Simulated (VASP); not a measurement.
Write the native input for VASP 6.6.1 that does the following.

| Property | Result |
| --- | --- |
| Task | single point |
| Functional | PBE |
| Dispersion | D3(BJ) |
| Potentials or basis | VASP PAW PBE potentials, release 64 (Cd, I) |
| Cutoff | 500 eV |
| k mesh | 9 × 9 × 4 |
| Occupations | gaussian, width 0.05 eV |
| Spin | no spin polarisation |
| Dipole correction | no |
| Further INCAR settings | ALGO = Normal; EDIFF = 1e-06; NBANDS = 20 |

The structure of CdI2 lies in POSCAR:

```
CdI2
1.0
    4.0317992540      0.0000000000      0.0000000000
   -2.0158996270      3.4916405769      0.0000000000
    0.0000000000      0.0000000000      7.2019500000
Cd I
1 2
Direct
    0.0000000000      0.0000000000      0.0000000000
    0.3333333333      0.6666666667      0.2492000000
    0.6666666667      0.3333333333      0.7508000000
```

This cell differs from its parent crystal: strain -0.050 along x and y, +0.050 along z.

These files were run (other wordings do the same):

INCAR

```
ALGO = Normal ; EDIFF = 1E-6
ENCUT = 500 ; GGA = PE
GGA_COMPAT = F ; ISIF = 2
ISMEAR = 0 ; IVDW = 12
LASPH = T ; LCHARG = F
LREAL = F ; LWAVE = F
NBANDS = 20 ; NELM = 120
PREC = Accurate ; SIGMA = 0.05
```

KPOINTS

```
k-points
0
Gamma
  9 9 4
```

Potentials or basis: VASP PAW PBE potentials, release 64 (Cd, I).

The run is started by

```sh
$ cat potpaw_PBE.64/Cd/POTCAR potpaw_PBE.64/I/POTCAR > POTCAR
$ mpirun -np 1 vasp_std > vasp.out
```

It gave:

| Quantity | Value |
| --- | --- |
| Pressure | 2.7 GPa |
| Largest force | 0.243 eV/Å |
| Band gap on the k mesh | 2.08 eV (least direct gap 2.59 eV) |
| Dispersion energy per atom | -0.353 eV |

Caveat: the cell differs from its parent crystal (strain -0.050 along x and y, +0.050 along z); spin-orbit coupling is left out, which moves the levels of the heavy elements; an odd mesh through Γ misses points on the zone boundary, where band edges can lie.

Wall time 75 s on 1 thread of Intel(R) Xeon(R) Platinum 8375C CPU @ 2.90GHz (Ice Lake), on a shared host, peak memory 0.27 GiB.
